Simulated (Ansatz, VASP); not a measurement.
# P in VASP and in Ansatz

Contents of INCAR:

```
PREC     = Accurate       # precision mode
ENCUT    = 520            # plane-wave cutoff, eV
EDIFF    = 1E-6           # SCF threshold, eV
ISMEAR   = 0              # smearing method
SIGMA    = 0.1            # smearing width, eV
LREAL    = F              # projectors in reciprocal space
LASPH    = T              # aspherical terms in the spheres
NELM     = 60             # most SCF steps
ALGO     = Normal         # electronic algorithm
ISIF     = 2              # what is computed and relaxed
LWAVE    = F              # write WAVECAR
LCHARG   = T              # write CHGCAR
GGA      = PE             # functional
LELF     = T              # ELF
LVHAR    = T            
NBANDS   = 12             # bands
```

File KPOINTS:

```
regular mesh
0
Gamma
  14 14 8
```

The input POSCAR:

```
P
1.0
    2.4246941115      0.0000000000      0.0000000000
    0.0000000000      2.4385351442      0.0000000000
   -0.0203144631      0.0000000000      4.8524328982
P
2
Direct
    0.9999999700      0.0000000000      0.2505746400
    0.0000000300      0.0000000000      0.7494253600
```

Input for Ansatz:

```yaml
crystal:
  lattice:
    - [2.4246941115, 0.0, 0.0]
    - [0.0, 2.4385351442, 0.0]
    - [-0.0203144631, 0.0, 4.8524328982]
  atoms:
    - { symbol: P, position: [0.99999997, 0.0, 0.25057464] }
    - { symbol: P, position: [3.0e-08, 0.0, 0.74942536] }
basis:
  ecutwfc: 420
kpoints:
  mp_grid: { grid: [14, 14, 8] }
hamiltonian:
  xc: pbe
scf:
  occupations: { method: gaussian, width: 0.1 }
output:
  forces: true
  stress: true
  eigenvalues: true
```

Alike in both runs: task single point; functional PBE; k mesh 14 × 14 × 8; occupations gaussian, width 0.1 eV; no spin polarisation.

|  | VASP | Ansatz |
| --- | --- | --- |
| version | VASP 6.6.1 | Ansatz 0.2.0 |
| potentials or method | VASP PAW PBE potentials, release 64 (P), cutoff 520 eV | scalar-relativistic, plane waves, PAW |
| valence electrons in the cell | 10 | 10 |

Ansatz gave:

* gap on the k mesh at the Fermi level (eV): none
* pressure (GPa): 2.5
* traceless stress, the component that is largest in VASP (GPa): -1.07
* rms of the force components (eV/Å): 0.013

Task: Which values does VASP return?

Result: gap on the k mesh at the Fermi level (eV): none; pressure (GPa): 2.2; traceless stress, the component that is largest in VASP (GPa): -1.07; rms of the force components (eV/Å): 0.012.

Atom by atom the forces differ by 0.001 eV/Å (rms over components). A gap of «none» marks a metal or a gap that the smearing closes.
